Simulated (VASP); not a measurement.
Wanted: the native input for a VASP 6.6.1 run.

```yaml
Task: single point
Functional: PBE
Potentials_or_basis: VASP PAW PBE potentials, release 64 (Eu)
Cutoff: 520 eV
k_mesh: 13 × 13 × 13
Occupations: fermi-dirac, width 0.05 eV
Spin: no spin polarisation
Dipole_correction: no
k_mesh_for_the_DOS: 20 × 20 × 20
Occupations_for_the_DOS: tetrahedron
Further_INCAR_settings: ALGO = Normal; EDIFF = 1e-06; NBANDS = 14
```

The system is Eu.

```
CELL_PARAMETERS angstrom
-2.27550 2.27550 2.27550
2.27550 -2.27550 2.27550
2.27550 2.27550 -2.27550
ATOMIC_POSITIONS crystal
Eu 0.00000 0.00000 0.00000
```

One way to write it, as run:

POSCAR

```
Eu
1.0
   -2.2755000000      2.2755000000      2.2755000000
    2.2755000000     -2.2755000000      2.2755000000
    2.2755000000      2.2755000000     -2.2755000000
Eu
1
Direct
    0.0000000000      0.0000000000      0.0000000000
```

INCAR.step1

```
SYSTEM = Eu
PREC     = Accurate       ! precision mode
ENCUT    = 520            ! plane-wave cutoff, eV
EDIFF    = 1E-6           ! SCF threshold, eV
ISMEAR   = -1             ! smearing method
SIGMA    = 0.05           ! smearing width, eV
LREAL    = .FALSE.        ! projectors in reciprocal space
LASPH    = .TRUE.         ! aspherical terms in the spheres
NELM     = 80             ! most SCF steps
ALGO     = Normal         ! electronic algorithm
ISIF     = 2              ! what is computed and relaxed
LWAVE    = .FALSE.        ! write WAVECAR
LCHARG   = .TRUE.         ! write CHGCAR
LMAXMIX  = 6              ! l up to which the mixer works
GGA      = PE             ! functional
NBANDS   = 14             ! bands
```

KPOINTS.step1

```
regular mesh
0
G
  13 13 13
  0 0 0
```

INCAR.step2

```
SYSTEM = Eu
PREC     = Accurate       ! precision mode
ENCUT    = 520            ! plane-wave cutoff, eV
EDIFF    = 1E-6           ! SCF threshold, eV
ISMEAR   = -5             ! smearing method
SIGMA    = 0.05           ! smearing width, eV
LREAL    = .FALSE.        ! projectors in reciprocal space
LASPH    = .TRUE.         ! aspherical terms in the spheres
NELM     = 80             ! most SCF steps
ALGO     = Normal         ! electronic algorithm
ISIF     = 2              ! what is computed and relaxed
LWAVE    = .FALSE.        ! write WAVECAR
LCHARG   = .FALSE.        ! write CHGCAR
LMAXMIX  = 6              ! l up to which the mixer works
GGA      = PE             ! functional
LORBIT   = 10             ! projections on sites
NBANDS   = 14             ! bands
NEDOS    = 2001           ! points of the DOS
ICHARG   = 11             ! starting density
```

KPOINTS.step2

```
regular mesh
0
G
  20 20 20
  0 0 0
```

Potentials or basis: VASP PAW PBE potentials, release 64 (Eu).

The run is started by

```bash
$ cat potpaw_PBE.64/Eu/POTCAR > POTCAR
$ cp INCAR.step1 INCAR
$ cp KPOINTS.step1 KPOINTS
$ mpirun -np 1 vasp_std > vasp.out
$ cp INCAR.step2 INCAR
$ cp KPOINTS.step2 KPOINTS
$ mpirun -np 1 vasp_std > vasp.out
```

It gave:

- Valence electrons inside the program's atomic spheres: Eu 14.46

Run time: 4 min on 1 thread of Intel(R) Xeon(R) Platinum 8259CL CPU @ 2.50GHz (Skylake/Cascade Lake) (shared host), peak memory 0.33 GiB.
